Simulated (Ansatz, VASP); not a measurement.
**One calculation of CuSi16, two programs**

```xyz
17
Lattice="0.0000 5.4300 5.4300 5.4300 0.0000 5.4300 5.4300 5.4300 0.0000" Properties=species:S:1:pos:R:3 pbc="T T T"
Si    0.1387    0.1388    0.1351
Si    1.4846    1.4847    1.4814
Si    2.7849    2.7849    0.0250
Si    4.1543    4.1544    1.3283
Si    2.7847    0.0282    2.7817
Si    4.1545    1.3318    4.1505
Si    5.5357    2.7051    2.7008
Si    6.8363    4.0753    4.0721
Si    0.0282    2.7848    2.7817
Si    1.3317    4.1545    4.1505
Si    2.7051    5.5357    2.7007
Si    4.0752    6.8364    4.0721
Si    2.7050    2.7050    5.5323
Si    4.0755    4.0755    6.8334
Si    5.3725    5.3725    5.3692
Si    6.7195    6.7196    6.7156
Cu    3.4596    3.4597    3.4582
```

Alike in both runs: functional LDA; k mesh 2 × 2 × 2; occupations fermi-dirac, width 0.02 eV; collinear spin.

Ansatz relaxed the structure, and its values are those at the end. VASP's run is a single point on that final structure, the one shown.

```csv
,VASP,Ansatz
version,VASP 6.6.1,Ansatz 0.2.0
potentials or method,"VASP PAW LDA potentials, release 64 (Si, Cu), cutoff 520 eV","scalar-relativistic, plane waves, PAW"
valence electrons in the cell,75,83
```

Ansatz gave:

| Property | Result |
| --- | --- |
| rms of the force components (eV/Å) | 0.005 |
| net moment per atom (μB) | 0.00 |

Problem. What did VASP give for the same quantities?

Solution. rms of the force components (eV/Å): 0.012; net moment per atom (μB): 0.00.

Ansatz warns that its potentials were made for another functional, while VASP's fit it. LDA's correlation is that of Perdew and Zunger in VASP and of Perdew and Wang (1992) in Ansatz. VASP's potentials hold 75 valence electrons a cell and Ansatz's 83, so a difference there can come from the potentials and not from the codes. Ansatz's warnings: seeded moment not kept.

The k mesh is coarse, so the values compare programs but aren't converged.
